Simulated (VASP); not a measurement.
## C: relaxation of cell and atoms with BLYP

C:

```
C
1.0
     1.92608    0.00000    0.00000
     0.00000    1.92608    0.00000
     0.00000    0.00000    1.92608
C
1
Direct
  0.00000 0.00000 0.00000
```

```
Program                : VASP 6.6.1
Task                   : relaxation of cell and atoms
Functional             : BLYP
Potentials or basis    : VASP PAW PBE potentials, release 64 (C)
Cutoff                 : 600 eV
k mesh                 : 16 × 16 × 16
Occupations            : fermi-dirac, width 0.1 eV
Spin                   : no spin polarisation
Dipole correction      : no
Further INCAR settings : ALGO = Normal; EDIFF = 1e-06; IBRION = 2; EDIFFG = -0.01; NSW = 80; ISIF = 3
```

| Property | Result |
| --- | --- |
| Relaxed volume | 5.86 Å³/atom |
| Relaxed cell | a = 1.802 Å, b = 1.802 Å, c = 1.802 Å, α = 90.00°, β = 90.00°, γ = 90.00° |
| Space group after relaxing (to 0.05 Å) | Pm-3m (No. 221) |
| Energy gained by relaxing | 153.4 meV/atom |
| Ionic steps | 3 |
| Pressure after relaxing | 0.0 GPa |
| Band gap on the k mesh | zero (band 2 reaches 19.23 eV, above the bottom of band 3 at 7.35 eV) |

The path:
```tsv
step	energy change (eV)	largest force (eV/Å)	pressure (GPa)	volume (Å³)
1	0.0000	0.0000	-32.48	7.15
2	-0.1519	0.0000	4.74	5.75
3	-0.1534	0.0000	-0.04	5.86
```

Final structure:
```xyz
1
Lattice="1.8024 0.0000 0.0000 0.0000 1.8024 0.0000 0.0000 0.0000 1.8024" Properties=species:S:1:pos:R:3 pbc="T T T"
C     0.0000    0.0000    0.0000
```

Levels at points of the mesh, in eV from the Fermi level:
| k point | band 1 | band 2 | band 3 | band 4 | band 5 | band 6 |
| --- | --- | --- | --- | --- | --- | --- |
| (0.00, 0.00, 0.00) | -21.13 | 8.79 | 8.79 | 8.79 | 25.35 | 25.35 |
| (0.50, 0.00, 0.00) | -12.30 | -11.32 | 11.81 | 11.81 | 29.25 | 32.70 |
| (0.50, 0.50, 0.00) | -5.66 | -5.66 | -3.08 | 9.06 | 14.25 | 40.74 |
| (0.50, 0.50, 0.50) | -1.00 | -1.00 | -1.00 | 7.33 | 17.84 | 17.84 |

Wall time 9.7 s on 1 thread of Intel Xeon 6975P-C, on a shared host, peak memory 0.11 GiB.

Caveat: the volume moved by over 15 % at a fixed basis, so the end points are rough; the PAW data sets were made with another functional, which shifts forces and pressure a little.
